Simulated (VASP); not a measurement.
Here is a VASP 6.6.1 calculation.

POSCAR

```
SnSe
1.0
    0.0000000000      2.9400169374      2.9400169374
    2.9400169374      0.0000000000      2.9400169374
    2.9400169374      2.9400169374      0.0000000000
Sn Se
1 1
Direct
    0.0000000000      0.0000000000      0.0000000000
    0.5000000000      0.5000000000      0.5000000000
```

Contents of INCAR.step1:

```
  PREC = Accurate
  ENCUT = 520
  EDIFF = 1E-5
  ISMEAR = -1
  SIGMA = 0.05
  LREAL = False
  LASPH = True
  NELM = 60
  ALGO = Normal
  ISIF = 2
  LWAVE = True
  LCHARG = False
  GGA = PE
  NBANDS = 17
```

The input INCAR.step2:

```
  PREC = Accurate
  ENCUT = 520
  EDIFF = 1E-6
  ISMEAR = -1
  SIGMA = 0.05
  LREAL = False
  LASPH = True
  NELM = 60
  ALGO = Normal
  ISIF = 2
  LWAVE = False
  LCHARG = False
  GGA = PS
  LHFCALC = True
  AEXX = 0.25
  PRECFOCK = Normal
  ISTART = 1
  NBANDS = 17
```

The input KPOINTS:

```
Automatic mesh
0
Gamma
  4 4 4
```

Potentials or basis: VASP PAW PBE potentials, release 64 (Sn_d, Se).

Launch:

```bash
$ cat potpaw_PBE.64/Sn_d/POTCAR potpaw_PBE.64/Se/POTCAR > POTCAR
$ cp INCAR.step1 INCAR
$ mpirun -np 1 vasp_std > vasp.out
$ cp INCAR.step2 INCAR
$ mpirun -np 1 vasp_std > vasp.out
```

Predict the band gap on the k mesh.

1.51 eV.

Predict the pressure.

-0.3 GPa.

Caveat: the k points lie up to 0.46 Å⁻¹ apart; the PAW data sets were made with another functional, which shifts forces and pressure a little; spin-orbit coupling is left out, which moves the levels of the heavy elements. A k mesh can miss the band edges.
